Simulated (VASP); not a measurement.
A run of VASP 6.6.1:

File POSCAR:

```
ScF3
1.0
    4.2130725000      0.0000000000      0.0000000000
    0.0000000000      4.2130725000      0.0000000000
    0.0000000000      0.0000000000      3.9121387500
Sc F
1 3
Direct
    0.0000000000      0.0000000000      0.0000000000
    0.5000000000      0.0000000000      0.0000000000
    0.0000000000      0.5000000000      0.0000000000
    0.0000000000      0.0000000000      0.5000000000
```

INCAR.step1

```
PREC = Accurate
ENCUT = 520
ISMEAR = 0
SIGMA = 0.05
LREAL = F
LASPH = T
NELM = 100
NBANDS = 24
GGA = PE
ALGO = Normal
EDIFF = 1E-4
LWAVE = T
LCHARG = F
```

File INCAR.step2:

```
PREC = Accurate
ENCUT = 520
EDIFF = 1E-6
ISMEAR = 0
SIGMA = 0.05
LREAL = F
LASPH = T
NELM = 100
ALGO = Normal
ISIF = 2
LWAVE = F
LCHARG = F
METAGGA = R2SCAN
LMIXTAU = T
NBANDS = 24
ISTART = 1
```

KPOINTS

```
regular mesh
0
Gamma
  6 6 6
```

Potentials or basis: VASP PAW PBE potentials, release 64 (Sc_sv, F).

Launch:

```bash
$ cat potpaw_PBE.64/Sc_sv/POTCAR potpaw_PBE.64/F/POTCAR > POTCAR
$ cp INCAR.step1 INCAR
$ mpirun -np 1 vasp_std > vasp.out
$ cp INCAR.step2 INCAR
$ mpirun -np 1 vasp_std > vasp.out
```

Hardware: 1 thread of Intel(R) Xeon(R) Platinum 8559C (Emerald Rapids) (shared host).

Q: Estimate the wall time of this run.

A: It took 86 s on 1 thread of Intel(R) Xeon(R) Platinum 8559C (Emerald Rapids), on a shared host, peak memory 0.21 GiB. Counts: k points 40.
